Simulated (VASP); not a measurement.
# Hf (Fm-3m) in VASP: notebook

The runs below take Hf through single point, with PBE.

All numbers are computed with VASP 6.6.1; they aren't measurements. Logs are shortened: lines on timing, memory, paths and dates and some standing lists are left out, and cuts for length are marked.

**1. The cell of the first run**

The structure is cubic, space group Fm-3m (No. 225). The conventional cell has a = 4.182 Å, b = 4.182 Å, c = 4.182 Å, α = 90.00°, β = 90.00°, γ = 90.00°. Hf (site symmetry m-3m) has 12 Hf at 2.96 Å within 3.9 Å.

**2. Single point, PBE (volume scaled by 0.81, to set the pressure)**

INCAR

```
SYSTEM = Hf
ALGO = Normal
EDIFF = 1E-6
ENCUT = 520
GGA = PE
ISIF = 2
ISMEAR = -1
LASPH = .TRUE.
LCHARG = .FALSE.
LREAL = .FALSE.
LWAVE = .FALSE.
NBANDS = 11
NELM = 60
PREC = Accurate
SIGMA = 0.08
```

KPOINTS

```
k-points
0
G
  16 16 16
  0 0 0
```

POSCAR

```
Hf
1.0
    0.0000000000      2.0909652634      2.0909652634
    2.0909652634      0.0000000000      2.0909652634
    2.0909652634      2.0909652634      0.0000000000
Hf
1
Direct
    0.0000000000      0.0000000000      0.0000000000
```

Potentials or basis: VASP PAW PBE potentials, release 64 (Hf_pv).

The run is started by

```bash
cat potpaw_PBE.64/Hf_pv/POTCAR > POTCAR
mpirun -np 1 vasp_std > vasp.out
```

OUTCAR:

```text
SYSTEM = Hf
   EDIFF = 1E-6
   ENCUT = 520
   GGA = PE
   ISIF = 2
   ISMEAR = -1
   LASPH = .TRUE.
   LREAL = .FALSE.
   NELM = 60
   PREC = Accurate

 ion  position               nearest neighbor table
   1  0.000  0.000  0.000-

  LATTYP: Found a face centered cubic cell.
 ALAT       =     4.1819305268

  Lattice vectors:

 A1 = (   0.0000000000,   2.0909652634,   2.0909652634)
 A2 = (   2.0909652634,   0.0000000000,   2.0909652634)
 A3 = (   2.0909652634,   2.0909652634,   0.0000000000)

Analysis of symmetry for initial positions (statically):
=====================================================================
 Subroutine PRICEL returns:
 Original cell was already a primitive cell.

 Routine SETGRP: Setting up the symmetry group for a
 face centered cubic supercell.

 Subroutine GETGRP returns: Found 48 space group operations
[... 9 lines left out ...]

 Routine SETGRP: Setting up the symmetry group for a
 face centered cubic supercell.

 Subroutine GETGRP returns: Found 48 space group operations
[... 11 lines left out ...]
                                     Primitive cell

  volume of cell :      18.2840

  direct lattice vectors                    reciprocal lattice vectors
     0.000000000  2.090965263  2.090965263    -0.239124011  0.239124011  0.239124011
     2.090965263  0.000000000  2.090965263     0.239124011 -0.239124011  0.239124011
     2.090965263  2.090965263  0.000000000     0.239124011  0.239124011 -0.239124011

  length of vectors
     2.957071434  2.957071434  2.957071434     0.414174936  0.414174936  0.414174936

  position of ions in fractional coordinates (direct lattice)
     0.000000000  0.000000000  0.000000000

  ion indices of the primitive-cell ions
   primitive index   ion index
                 1           1

----------------------------------------------------------------------------------------

 KPOINTS: k-points

Automatic generation of k-mesh.
 Grid dimensions read from file:
 generate k-points for:   16   16   16

 Generating k-lattice:

  Cartesian coordinates                     Fractional coordinates (reciprocal lattice)
    -0.014945251  0.014945251  0.014945251     0.062500000  0.000000000  0.000000000
     0.014945251 -0.014945251  0.014945251     0.000000000  0.062500000  0.000000000
     0.014945251  0.014945251 -0.014945251     0.000000000  0.000000000  0.062500000

  Length of vectors
     0.025885933  0.025885933  0.025885933

  Shift w.r.t. Gamma in fractional coordinates (k-lattice)
     0.000000000  0.000000000  0.000000000

 Subroutine IBZKPT returns following result:
[... 48 lines left out ...]
   NELM   =     60;   NELMIN=  2; NELMDL= -5     # of ELM steps
   EDIFF  = 0.1E-05   stopping-criterion for ELM
   LREAL  =      F    real-space projection
   EDIFFG = 0.1E-04   stopping-criterion for IOM
   NSW    =      0    number of steps for IOM
   IBRION =     -1    ionic relax: 0-MD 1-quasi-New 2-CG
   NFREE  =      0    steps in history (QN), initial steepest desc. (CG)
   ISIF   =      2    stress and relaxation
   ISYM   =      2    0-nonsym 1-usesym 2-fastsym
   POTIM  = 0.5000    time-step for ionic-motion
   TEBEG  =    0.0;   TEEND  =   0.0 temperature during run
   PSTRESS=    0.0 pullay stress
   NELECT =      10.0000    total number of electrons
   NUPDOWN=      -1.0000    fix difference up-down
   EMIN   =  10.00;   EMAX   =-10.00  energy-range for DOS
   EFERMI =   0.00;   METHOD = LEGACY
   ISMEAR =    -1;   SIGMA  =   0.08  broadening in eV -4-tet -1-fermi 0-gaus
   EFERMI_NEDOS =   21; number of points for ismear=-14 and -15
   IALGO  =     38    algorithm
   IMIX   =      4    mixing-type and parameters
     AMIX     =   0.40;   BMIX     =  1.00
     AMIX_MAG =   1.60;   BMIX_MAG =  1.00
  volume/ion in A,a.u.               =      18.28       123.39
  Fermi-wavevector in a.u.,A,eV,Ry     =   1.338807  2.529979 24.387144  1.792405
  Thomas-Fermi vector in A             =   2.467249
   LORBIT       =      0    0 simple, 1 ext, 2 COOP (PROOUT), +10 PAW based schemes
   GGA     = PE    functional components
   LHFCALC =     F    Hartree Fock is set to
   AEXX    =    0.0000 exact exchange contribution
   IVDW    =     0    specifies the selected vdW correction
   LEPSILON=     F    determine dielectric tensor
   LRPA    =     F    only Hartree local field effects (RPA)
 non-spin polarized calculation
  energy-cutoff  :      520.00
  volume of cell :       18.28
 maximum number of plane-waves:       531
 NGX is ok and might be reduce to    24
   NGX = 11   NGY = 11   NGZ = 11

 number of electron      10.0000001 magnetization

 Free energy of the ion-electron system (eV)
  ---------------------------------------------------
  ext. energy  EPLUGINS =         0.00000000
  ---------------------------------------------------
  free energy    TOTEN  =        -9.53247182 eV

  energy without entropy =       -9.50772202  energy(sigma->0) =       -9.52009692

 E-fermi :   6.2686     XC(G=0): -12.2392

 val. band max:        6.2551714420   @ k =   0.1875   0.1250   0.0000
 cond. band min:       6.2836026637   @ k =   0.2500   0.0000   0.0000
 fundamental gap:      0.0284312217
 Fermi energy:         6.2686056663

 k-point     1 :       0.0000    0.0000    0.0000
  band No.  band energies     occupation
      1     -23.0289      2.00000
      2     -23.0289      2.00000
      3     -23.0289      2.00000
      4      -1.6042      2.00000
      5       7.6891      0.00000
      6       7.6891      0.00000
      7       7.6891      0.00000
      8      11.2823      0.00000
      9      11.2823      0.00000
     10      18.2451      0.00000
     11      19.9718      0.00000
[... 309 lines left out ...]
 k-point    24 :      -0.0625    0.0625    0.0000
  band No.  band energies     occupation
      1     -23.1880      2.00000
      2     -23.0732      2.00000
      3     -23.0387      2.00000
      4      -1.1413      2.00000
      5       7.2259      0.00001
      6       7.8966      0.00000
      7       7.9313      0.00000
      8      10.8036      0.00000
      9      11.2517      0.00000
     10      19.2438      0.00000
     11      19.9706      0.00000

 [... further k-points ...]
[... 5 lines left out ...]
  --------------------------------------------------------------------------------------
  -------------------------------------------------------------------------------------
  Total        3.3980022      3.3980022      3.3980022     -0.0000000     -0.0000000      0.0000000
  in kB      297.7582403    297.7582403    297.7582403     -0.0000000     -0.0000000      0.0000000
  external PRESSURE =     297.7582403 kB  Pullay stress =       0.0000000 kB

 VOLUME and BASIS-vectors are now :
 -----------------------------------------------------------------------------
  energy-cutoff  :      520.00
  volume of cell :       18.28
      direct lattice vectors                 reciprocal lattice vectors
     0.000000000  2.090965263  2.090965263    -0.239124011  0.239124011  0.239124011
     2.090965263  0.000000000  2.090965263     0.239124011 -0.239124011  0.239124011
     2.090965263  2.090965263  0.000000000     0.239124011  0.239124011 -0.239124011

 POSITION                                       TOTAL-FORCE (eV/Angst)
 -----------------------------------------------------------------------------------
      0.00000      0.00000      0.00000         0.000000      0.000000      0.000000
 -----------------------------------------------------------------------------------
    total drift:                               -0.000000      0.000000     -0.000000

  FREE ENERGIE OF THE ION-ELECTRON SYSTEM (eV)
  ---------------------------------------------------
  free  energy   TOTEN  =        -9.5324718173 eV

  energy  without entropy=       -9.5077220162  energy(sigma->0) =       -9.52009692
```

stdout:

```text
POSCAR found type information on POSCAR Hf
 POSCAR found :  1 types and       1 ions
 scaLAPACK will be used
 LDA part: xc-table for (Slater+PW92), standard interpolation
 POSCAR, INCAR and KPOINTS ok, starting setup
 FFT: planning ... GRIDC
 FFT: planning ... GRID_SOFT
 FFT: planning ... GRID
 WAVECAR not read
 entering main loop
```

Run time: 38 s. Hardware: 1 thread of AMD EPYC 7R43 (Zen 3), shared host; peak memory 0.12 GiB.

Results:

```yaml
Free_energy: -9.5325 eV
Pressure: 29.8 GPa
Band_gap_on_the_k_mesh: zero (band 5 reaches 7.69 eV, above the bottom of band 6 at 5.75 eV)
```

Caveat: the cell differs from its parent crystal (volume scaled by 0.81, to set the pressure); spin-orbit coupling is left out, which moves the levels of the heavy elements.

(Part 1 of 2 ends here.)
